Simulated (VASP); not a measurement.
The system is Si3Sn.

```
Si Sn
1.0
     4.03764    0.00000    0.00000
     0.00000    4.03764    0.00000
     0.00000    0.00000    5.74862
Si Sn
3 1
Direct
  0.50000 0.00000 0.77460
  0.50000 0.50000 0.00000
  0.00000 0.50000 0.22540
  0.00000 0.00000 0.50000
```

Base run:

- Program: VASP 6.6.1
- Functional: PBE
- Potentials or basis: VASP PAW PBE potentials, release 64 (Si, Sn_d)
- Cutoff: 520 eV
- k mesh: 6 × 6 × 4
- Occupations: gaussian, width 0.01 eV
- Spin: no spin polarisation

Its results: band gap on the k mesh 0.23 eV, indirect (least direct gap 0.50 eV); pressure 1.4 GPa; largest force 0.082 eV/Å.

Q: The run is repeated on the same cell with these changes: functional from PBE to r2SCAN; further incar settings from ALGO = Normal; EDIFF = 1e-06; NBANDS = 21 to ALGO = Normal; EDIFF = 1e-07; NBANDS = 21. What comes out?

A: Band gap on the k mesh 0.41 eV, indirect (least direct gap 0.69 eV); pressure -0.2 GPa; largest force 0.005 eV/Å.

Caveats: spin-orbit coupling is left out, which moves the levels of the heavy elements; the PAW data sets were made with another functional, which shifts forces and pressure a little (some runs).

A k mesh can miss the band edges.
